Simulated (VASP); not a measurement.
# Hf (Im-3m) in VASP: a series of runs, part 2 of 2

VASP 6.6.1.

## (3) Single point, PBE

INCAR

```
SYSTEM = Hf
PREC = Accurate ; ENCUT = 500
EDIFF = 1E-6 ; ISMEAR = 1
SIGMA = 0.3 ; LREAL = .FALSE.
LASPH = .TRUE. ; NELM = 120
ALGO = Normal ; ISIF = 2
LWAVE = .FALSE. ; LCHARG = .FALSE.
GGA = PE ; NBANDS = 11
GGA_COMPAT = .FALSE.
```

KPOINTS

```
regular mesh
0
G
  10 10 10
  0 0 0
```

POSCAR

```
Hf
1.0
   -1.8050000000      1.8050000000      1.8050000000
    1.8050000000     -1.8050000000      1.8050000000
    1.8050000000      1.8050000000     -1.8050000000
Hf
1
Direct
    0.0000000000      0.0000000000      0.0000000000
```

Potentials or basis: VASP PAW PBE potentials, release 64 (Hf_pv).

Launch:

```console
cat potpaw_PBE.64/Hf_pv/POTCAR > POTCAR
mpirun -np 1 vasp_std > vasp.out
```

OUTCAR:

```text
SYSTEM = Hf
   PREC = Accurate
   ENCUT = 500
   EDIFF = 1E-6
   ISMEAR = 1
   LREAL = .FALSE.
   LASPH = .TRUE.
   NELM = 120
   ISIF = 2
   GGA = PE

 ion  position               nearest neighbor table
   1  0.000  0.000  0.000-

  LATTYP: Found a body centered cubic cell.
 ALAT       =     3.6100000000

  Lattice vectors:

 A1 = (  -1.8050000000,   1.8050000000,   1.8050000000)
 A2 = (   1.8050000000,  -1.8050000000,   1.8050000000)
 A3 = (   1.8050000000,   1.8050000000,  -1.8050000000)

Analysis of symmetry for initial positions (statically):
=====================================================================
 Subroutine PRICEL returns:
 Original cell was already a primitive cell.

 Routine SETGRP: Setting up the symmetry group for a
 body centered cubic supercell.

 Subroutine GETGRP returns: Found 48 space group operations
 (whereof 48 operations were pure point group operations)
 out of a pool of 48 trial point group operations.

The static configuration has the point symmetry O_h .

Analysis of symmetry for dynamics (positions and initial velocities):
=====================================================================
 Subroutine PRICEL returns:
 Original cell was already a primitive cell.

 Routine SETGRP: Setting up the symmetry group for a
 body centered cubic supercell.

 Subroutine GETGRP returns: Found 48 space group operations
 (whereof 48 operations were pure point group operations)
 out of a pool of 48 trial point group operations.

The dynamic configuration has the point symmetry O_h .

 Subroutine INISYM returns: Found 48 space group operations
 (whereof 48 operations are pure point group operations),
 and found     1 'primitive' translations

----------------------------------------------------------------------------------------

                                     Primitive cell

  volume of cell :      23.5229

  direct lattice vectors                    reciprocal lattice vectors
    -1.805000000  1.805000000  1.805000000     0.000000000  0.277008310  0.277008310
     1.805000000 -1.805000000  1.805000000     0.277008310  0.000000000  0.277008310
     1.805000000  1.805000000 -1.805000000     0.277008310  0.277008310  0.000000000

  length of vectors
     3.126351708  3.126351708  3.126351708     0.391748909  0.391748909  0.391748909

  position of ions in fractional coordinates (direct lattice)
     0.000000000  0.000000000  0.000000000

  ion indices of the primitive-cell ions
   primitive index   ion index
                 1           1

----------------------------------------------------------------------------------------

 KPOINTS: regular mesh

Automatic generation of k-mesh.
 Grid dimensions read from file:
 generate k-points for:   10   10   10

 Generating k-lattice:

  Cartesian coordinates                     Fractional coordinates (reciprocal lattice)
     0.000000000  0.027700831  0.027700831     0.100000000  0.000000000  0.000000000
     0.027700831  0.000000000  0.027700831     0.000000000  0.100000000  0.000000000
     0.027700831  0.027700831  0.000000000     0.000000000  0.000000000  0.100000000

  Length of vectors
     0.039174891  0.039174891  0.039174891

  Shift w.r.t. Gamma in fractional coordinates (k-lattice)
     0.000000000  0.000000000  0.000000000

 Subroutine IBZKPT returns following result:
 ===========================================

 Found     47 irreducible k-points:

 Following reciprocal coordinates:
            Coordinates               Weight
  0.000000  0.000000  0.000000      1.000000
  0.100000  0.000000  0.000000     12.000000
  0.200000  0.000000  0.000000     12.000000
  0.300000  0.000000  0.000000     12.000000
  0.400000  0.000000  0.000000     12.000000
  0.500000  0.000000  0.000000      6.000000
[... 16 lines left out ...]
  0.300000  0.300000  0.100000      8.000000
 -0.300000  0.300000  0.100000     24.000000
 [... further k-points ...]
   k-points           NKPTS =     47   k-points in BZ     NKDIM =     47   number of bands    NBANDS=     11
   number of dos      NEDOS =    301   number of ions     NIONS =      1
   total plane-waves  NPLWV =  13824
   dimension x,y,z NGX =    24 NGY =   24 NGZ =   24
   dimension x,y,z NGXF=    48 NGYF=   48 NGZF=   48
   ions per type =               1
   NGX,Y,Z   is equivalent  to a cutoff of  12.76, 12.76, 12.76 a.u.
   NGXF,Y,Z  is equivalent  to a cutoff of  25.52, 25.52, 25.52 a.u.
 SYSTEM =  Hf
   PREC   = accura    normal or accurate (medium, high low for compatibility)
   ISTART =      0    job   : 0-new  1-cont  2-samecut
   ICHARG =      2    charge: 1-file 2-atom 10-const
   ISPIN  =      1    spin polarized calculation?
   LNONCOLLINEAR =      F non collinear calculations
   LSORBIT =      F    spin-orbit coupling
   LASPH  =      T    aspherical Exc in radial PAW
   ENCUT  =  500.0 eV  36.75 Ry    6.06 a.u.   5.70  5.70  5.70*2*pi/ulx,y,z
   NELM   =    120;   NELMIN=  2; NELMDL= -5     # of ELM steps
   EDIFF  = 0.1E-05   stopping-criterion for ELM
   LREAL  =      F    real-space projection
   EDIFFG = 0.1E-04   stopping-criterion for IOM
   NSW    =      0    number of steps for IOM
   IBRION =     -1    ionic relax: 0-MD 1-quasi-New 2-CG
   NFREE  =      0    steps in history (QN), initial steepest desc. (CG)
   ISIF   =      2    stress and relaxation
   ISYM   =      2    0-nonsym 1-usesym 2-fastsym
   POTIM  = 0.5000    time-step for ionic-motion
   TEBEG  =    0.0;   TEEND  =   0.0 temperature during run
   PSTRESS=    0.0 pullay stress
   NELECT =      10.0000    total number of electrons
   NUPDOWN=      -1.0000    fix difference up-down
   EMIN   =  10.00;   EMAX   =-10.00  energy-range for DOS
   EFERMI =   0.00;   METHOD = LEGACY
   ISMEAR =     1;   SIGMA  =   0.30  broadening in eV -4-tet -1-fermi 0-gaus
   EFERMI_NEDOS =   21; number of points for ismear=-14 and -15
   IALGO  =     38    algorithm
   IMIX   =      4    mixing-type and parameters
     AMIX     =   0.40;   BMIX     =  1.00
     AMIX_MAG =   1.60;   BMIX_MAG =  1.00
  volume/ion in A,a.u.               =      23.52       158.74
  Fermi-wavevector in a.u.,A,eV,Ry     =   1.230961  2.326179 20.616432  1.515265
  Thomas-Fermi vector in A             =   2.365789
   LORBIT       =      0    0 simple, 1 ext, 2 COOP (PROOUT), +10 PAW based schemes
   GGA     = PE    functional components
   LHFCALC =     F    Hartree Fock is set to
   AEXX    =    0.0000 exact exchange contribution
   IVDW    =     0    specifies the selected vdW correction
   LEPSILON=     F    determine dielectric tensor
   LRPA    =     F    only Hartree local field effects (RPA)
 non-spin polarized calculation
 Methfessel and Paxton  Order N= 1 SIGMA  =   0.30
  energy-cutoff  :      500.00
  volume of cell :       23.52
 maximum number of plane-waves:       616
   NGX = 11   NGY = 11   NGZ = 11

 number of electron      10.0000001 magnetization

 Free energy of the ion-electron system (eV)
  ---------------------------------------------------
  ext. energy  EPLUGINS =         0.00000000
  ---------------------------------------------------
  free energy    TOTEN  =        -9.72162989 eV

  energy without entropy =       -9.72380387  energy(sigma->0) =       -9.72235455

 E-fermi :   4.2389     XC(G=0): -11.0591

 val. band max:        4.1922949013   @ k =   0.3000   0.1000   0.1000
 cond. band min:       4.2470015583   @ k =   0.3000   0.2000  -0.0000
 fundamental gap:      0.0547066570
 Fermi energy:         4.2388533543

 k-point     1 :       0.0000    0.0000    0.0000
  band No.  band energies     occupation
      1     -25.7945      2.00000
      2     -25.7945      2.00000
      3     -25.7945      2.00000
      4      -2.6290      2.00000
      5       5.7265     -0.00000
      6       5.7265     -0.00000
      7       5.7265     -0.00000
      8       8.3636     -0.00000
      9       8.3636     -0.00000
     10      17.2906      0.00000
     11      17.2906      0.00000

 k-point     2 :       0.1000    0.0000    0.0000
  band No.  band energies     occupation
      1     -25.8642      2.00000
      2     -25.8166      2.00000
      3     -25.7947      2.00000
      4      -2.2839      2.00000
      5       5.4918     -0.00000
      6       5.6169     -0.00000
      7       6.0665     -0.00000
      8       8.0320     -0.00000
      9       8.3644     -0.00000
     10      17.3131      0.00000
     11      17.5902      0.00000
[... 295 lines left out ...]
 k-point    24 :      -0.3000    0.3000    0.1000
  band No.  band energies     occupation
      1     -26.2451      2.00000
      2     -25.9683      2.00000
      3     -25.8481      2.00000
      4       0.1977      2.00000
      5       4.4711      0.03368
      6       4.6867     -0.05594
      7       7.1098     -0.00000
      8       8.4748     -0.00000
      9       9.0927     -0.00000
     10      15.9412      0.00000
     11      17.3135      0.00000

 [... further k-points ...]
[... 5 lines left out ...]
  --------------------------------------------------------------------------------------
  -------------------------------------------------------------------------------------
  Total       -0.7687684     -0.7687684     -0.7687684      0.0000000      0.0000000     -0.0000000
  in kB      -52.3617931    -52.3617931    -52.3617931      0.0000000      0.0000000     -0.0000000
  external PRESSURE =     -52.3617931 kB  Pullay stress =       0.0000000 kB

 VOLUME and BASIS-vectors are now :
 -----------------------------------------------------------------------------
  energy-cutoff  :      500.00
  volume of cell :       23.52
      direct lattice vectors                 reciprocal lattice vectors
    -1.805000000  1.805000000  1.805000000     0.000000000  0.277008310  0.277008310
     1.805000000 -1.805000000  1.805000000     0.277008310  0.000000000  0.277008310
     1.805000000  1.805000000 -1.805000000     0.277008310  0.277008310  0.000000000

 POSITION                                       TOTAL-FORCE (eV/Angst)
 -----------------------------------------------------------------------------------
      0.00000      0.00000      0.00000         0.000000      0.000000      0.000000
 -----------------------------------------------------------------------------------
    total drift:                                0.000000     -0.000000     -0.000000

  FREE ENERGIE OF THE ION-ELECTRON SYSTEM (eV)
  ---------------------------------------------------
  free  energy   TOTEN  =        -9.7216298854 eV

  energy  without entropy=       -9.7238038666  energy(sigma->0) =       -9.72235455
```

OSZICAR:

```text
N       E                     dE             d eps       ncg     rms          rms(c)
DAV:   1     0.113430676266E+02    0.11343E+02   -0.55908E+03  1034   0.816E+02
DAV:   2    -0.959563950437E+01   -0.20939E+02   -0.20042E+02  1307   0.146E+02
DAV:   3    -0.101009094696E+02   -0.50527E+00   -0.49547E+00  1302   0.152E+01
DAV:   4    -0.101030444603E+02   -0.21350E-02   -0.21345E-02  1155   0.122E+00
DAV:   5    -0.101030552044E+02   -0.10744E-04   -0.10743E-04  1306   0.777E-02    0.441E+01
DAV:   6    -0.981618860689E+01    0.28687E+00   -0.24674E-01  1133   0.364E+00    0.255E+01
DAV:   7    -0.972563511965E+01    0.90553E-01   -0.34080E-01  1169   0.409E+00    0.115E+00
DAV:   8    -0.972161244392E+01    0.40227E-02   -0.23853E-02  1151   0.109E+00    0.927E-02
DAV:   9    -0.972162473956E+01   -0.12296E-04   -0.29108E-04  1353   0.155E-01    0.554E-02
DAV:  10    -0.972163004458E+01   -0.53050E-05   -0.22915E-05  1166   0.375E-02    0.332E-02
DAV:  11    -0.972162988544E+01    0.15914E-06   -0.30440E-06  1208   0.130E-02
   1 F= -.97216299E+01 E0= -.97223545E+01  d E =0.217398E-02
```

stdout:

```text
POSCAR found type information on POSCAR Hf
 POSCAR found :  1 types and       1 ions
 scaLAPACK will be used
 LDA part: xc-table for (Slater+PW92), standard interpolation
 POSCAR, INCAR and KPOINTS ok, starting setup
 FFT: planning ... GRIDC
 FFT: planning ... GRID_SOFT
 FFT: planning ... GRID
 WAVECAR not read
 entering main loop
```

Run time: 7.5 s. Hardware: 1 thread of AMD EPYC 7R13 (Zen 3), shared host; peak memory 0.11 GiB.

What came out:

```
Free energy            : -9.7216 eV
Pressure               : -5.2 GPa
Band gap on the k mesh : zero (bands 5 and 6 overlap by 2.19 eV)
```

Caveat: the cell stands under tension; spin-orbit coupling is left out, which moves the levels of the heavy elements.

## (4) Single point, PBE

INCAR

```
SYSTEM = Hf
ALGO     = Normal         ! electronic algorithm
EDIFF    = 1E-6           ! SCF threshold, eV
ENCUT    = 500            ! plane-wave cutoff, eV
GGA      = PE             ! functional
GGA_COMPAT= .False.      
ISIF     = 2              ! what is computed and relaxed
ISMEAR   = 1              ! smearing method
LASPH    = .True.         ! aspherical terms in the spheres
LCHARG   = .True.         ! write CHGCAR
LELF     = .True.         ! ELF
LREAL    = .False.        ! projectors in reciprocal space
LVHAR    = .True.       
LWAVE    = .False.        ! write WAVECAR
NBANDS   = 11             ! bands
NELM     = 120            ! most SCF steps
PREC     = Accurate       ! precision mode
SIGMA    = 0.2            ! smearing width, eV
```

KPOINTS

```
k-points
0
Gamma
  10 10 10
  0 0 0
```

POSCAR is that of step 3.

Launch:

```console
cat potpaw_PBE.64/Hf_pv/POTCAR > POTCAR
mpirun -np 1 vasp_std > vasp.out
```

Wall time 8 s (1 thread of AMD EPYC 7R13 (Zen 3), shared host); peak memory 0.11 GiB.

Results (log left out):

```
Free energy            : -9.7228 eV
Pressure               : -5.3 GPa
Band gap on the k mesh : zero (bands 5 and 6 overlap by 2.19 eV)
```

Levels at points of the mesh, in eV from the Fermi level:
```csv
k point,band 1,band 2,band 3,band 4,band 5,band 6,band 7,band 8,band 9,band 10
"(0.00, 0.00, 0.00)",-30.04,-30.04,-30.04,-6.87,1.49,1.49,1.49,4.12,4.12,13.05
"(0.50, 0.00, 0.00)",-30.72,-30.26,-30.04,-3.22,-0.41,0.89,3.93,4.88,7.16,9.50
"(0.50, 0.50, 0.50)",-30.52,-30.52,-30.52,-2.36,-2.36,6.40,6.40,6.40,6.84,6.84
```

Caveat: the cell stands under tension; spin-orbit coupling is left out, which moves the levels of the heavy elements.

## (5) Single point, PBE

INCAR

```
  PREC = Accurate
  ENCUT = 500
  EDIFF = 1E-6
  ISMEAR = 1
  SIGMA = 0.1
  LREAL = F
  LASPH = T
  NELM = 120
  ALGO = Normal
  ISIF = 2
  LWAVE = F
  LCHARG = T
  GGA = PE
  LELF = T
  LVHAR = T
  NBANDS = 11
  GGA_COMPAT = F
```

KPOINTS

```
regular mesh
0
Gamma
  10 10 10
```

POSCAR is that of step 4.

Potentials or basis: VASP PAW PBE potentials, release 64 (Hf_pv).

Launch:

```console
cat potpaw_PBE.64/Hf_pv/POTCAR > POTCAR
mpirun -np 1 vasp_std > vasp.out
```

OUTCAR:

```text
PREC = Accurate
   ENCUT = 500
   EDIFF = 1E-6
   ISMEAR = 1
   LREAL = F
   LASPH = T
   NELM = 120
   ISIF = 2
   GGA = PE

 ion  position               nearest neighbor table
   1  0.000  0.000  0.000-

  LATTYP: Found a body centered cubic cell.
 ALAT       =     3.6100000000

  Lattice vectors:

 A1 = (  -1.8050000000,   1.8050000000,   1.8050000000)
 A2 = (   1.8050000000,  -1.8050000000,   1.8050000000)
 A3 = (   1.8050000000,   1.8050000000,  -1.8050000000)

Analysis of symmetry for initial positions (statically):
[... 504 lines left out ...]
      3     -25.8440      2.00000
      4       0.1981      2.00000
      5       4.4722     -0.00832
      6       4.6884     -0.00000
      7       7.1116      0.00000
      8       8.4772      0.00000
      9       9.0950      0.00000
     10      15.9417      0.00000
     11      17.3183      0.00000

 [... further k-points ...]
[... 5 lines left out ...]
  --------------------------------------------------------------------------------------
  -------------------------------------------------------------------------------------
  Total       -0.7942613     -0.7942613     -0.7942613      0.0000000      0.0000000      0.0000000
  in kB      -54.0981435    -54.0981435    -54.0981435      0.0000000      0.0000000      0.0000000
  external PRESSURE =     -54.0981435 kB  Pullay stress =       0.0000000 kB

 VOLUME and BASIS-vectors are now :
 -----------------------------------------------------------------------------
  energy-cutoff  :      500.00
  volume of cell :       23.52
      direct lattice vectors                 reciprocal lattice vectors
    -1.805000000  1.805000000  1.805000000     0.000000000  0.277008310  0.277008310
     1.805000000 -1.805000000  1.805000000     0.277008310  0.000000000  0.277008310
     1.805000000  1.805000000 -1.805000000     0.277008310  0.277008310  0.000000000

 POSITION                                       TOTAL-FORCE (eV/Angst)
 -----------------------------------------------------------------------------------
      0.00000      0.00000      0.00000         0.000000      0.000000      0.000000
 -----------------------------------------------------------------------------------
    total drift:                                0.000000     -0.000000      0.000000

  FREE ENERGIE OF THE ION-ELECTRON SYSTEM (eV)
  ---------------------------------------------------
  free  energy   TOTEN  =        -9.7242323295 eV

  energy  without entropy=       -9.7253146373  energy(sigma->0) =       -9.72459310
```

stdout:

```text
POSCAR found type information on POSCAR Hf
 POSCAR found :  1 types and       1 ions
 scaLAPACK will be used
 LDA part: xc-table for (Slater+PW92), standard interpolation
 POSCAR, INCAR and KPOINTS ok, starting setup
 FFT: planning ... GRIDC
 FFT: planning ... GRID_SOFT
 FFT: planning ... GRID
 WAVECAR not read
 entering main loop
```

Wall time 8 s (1 thread of AMD EPYC 7R13 (Zen 3), shared host); peak memory 0.11 GiB.

Results:

| Item | Value |
| --- | --- |
| Free energy | -9.7242 eV |
| Pressure | -5.4 GPa |
| Band gap on the k mesh | zero (bands 5 and 6 overlap by 2.19 eV) |

Levels at points of the mesh, in eV from the Fermi level:
```tsv
k point	band 3	band 4	band 5	band 6	band 7	band 8
(0.00, 0.00, 0.00)	-30.04	-6.88	1.48	1.48	1.48	4.11
(0.50, 0.00, 0.00)	-30.05	-3.23	-0.42	0.88	3.92	4.87
(0.50, 0.50, 0.50)	-30.53	-2.37	-2.37	6.39	6.39	6.39
```

Caveat: the cell stands under tension; spin-orbit coupling is left out, which moves the levels of the heavy elements.

## (6) Summary

```tsv
smearing	gap on the mesh (eV)	pressure (GPa)
methfessel-paxton 0.5 eV	none	-5.1
methfessel-paxton 0.3 eV	none	-5.2
methfessel-paxton 0.2 eV	none	-5.3
methfessel-paxton 0.1 eV	none	-5.4
```

Alike in all rows: task single point; level PBE; potentials or basis VASP PAW PBE potentials, release 64 (Hf_pv); no spin polarisation; cell as given; k mesh 10 × 10 × 10; cutoff (eV) 500.

Caveats: the cell stands under tension; spin-orbit coupling is left out, which moves the levels of the heavy elements.

Absolute energies hang on the potentials; compare differences alone.

The gap in the log of VASP goes by the Fermi energy; the results here count the filled bands.